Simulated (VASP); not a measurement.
Input of a VASP 6.6.1 run:

The input INCAR:

```
PREC = Accurate
ENCUT = 500
EDIFF = 1E-6
ISMEAR = 0
SIGMA = 0.05
LREAL = False
LASPH = True
NELM = 120
ALGO = Normal
ISIF = 2
LWAVE = False
LCHARG = False
GGA = PS
NBANDS = 16
GGA_COMPAT = False
```

File KPOINTS:

```
Automatic mesh
0
Gamma
  6 6 6
```

POSCAR

```
CdTe
1.0
    3.7093436451      0.0000000000      0.0000000000
    0.0000000000      3.7093436451      0.0000000000
    0.0000000000      0.0000000000      3.7093436451
Cd Te
1 1
Direct
    0.0000000000      0.0000000000      0.0000000000
    0.5000000000      0.5000000000      0.5000000000
```

Potentials or basis: VASP PAW PBE potentials, release 64 (Cd, Te).

Run with:

```console
$ cat potpaw_PBE.64/Cd/POTCAR potpaw_PBE.64/Te/POTCAR > POTCAR
$ mpirun -np 1 vasp_std > vasp.out
```

Task: Estimate the pressure.

Result: -0.4 GPa.

Task: Predict the band gap on the k mesh.

Result: Zero (band 9 reaches 5.73 eV, above the bottom of band 10 at 4.19 eV).

Caveat: the PAW data sets were made with another functional, which shifts forces and pressure a little; spin-orbit coupling is left out, which moves the levels of the heavy elements.
